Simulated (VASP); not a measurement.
Al, 2 atoms in the cell. The structure is hexagonal, space group P6_3/mmc (No. 194). Conventional cell: a = 2.812 Å, b = 2.812 Å, c = 4.867 Å, α = 90.00°, β = 90.00°, γ = 120.00°. Al (site symmetry -6m2) has 12 Al at 2.81 to 2.93 Å within 3.7 Å. 

```yaml
Program: VASP 6.6.1
Task: single point
Functional: PBEsol
Dispersion: D3(BJ)
Potentials_or_basis: VASP PAW PBE potentials, release 64 (Al)
Cutoff: 520 eV
k_mesh: 18 × 18 × 10
Occupations: gaussian, width 0.15 eV
Spin: no spin polarisation
Dipole_correction: no
Further_INCAR_settings: ALGO = Normal; EDIFF = 1e-06; NBANDS = 10
```

Potentials or basis: VASP PAW PBE potentials, release 64 (Al).

Command:

```sh
$ cat potpaw_PBE.64/Al/POTCAR > POTCAR
$ mpirun -np 1 vasp_std > vasp.out
```

Hardware: 1 thread of AMD EPYC 7R13 Processor (Zen 3), with other jobs on the host.

**Question.** How long does it take, and how much memory?

**Answer.** It took 44 s on 1 thread of AMD EPYC 7R13 Processor (Zen 3), on a shared host, peak memory 0.17 GiB. Counts: scf iterations 10, k points 222.
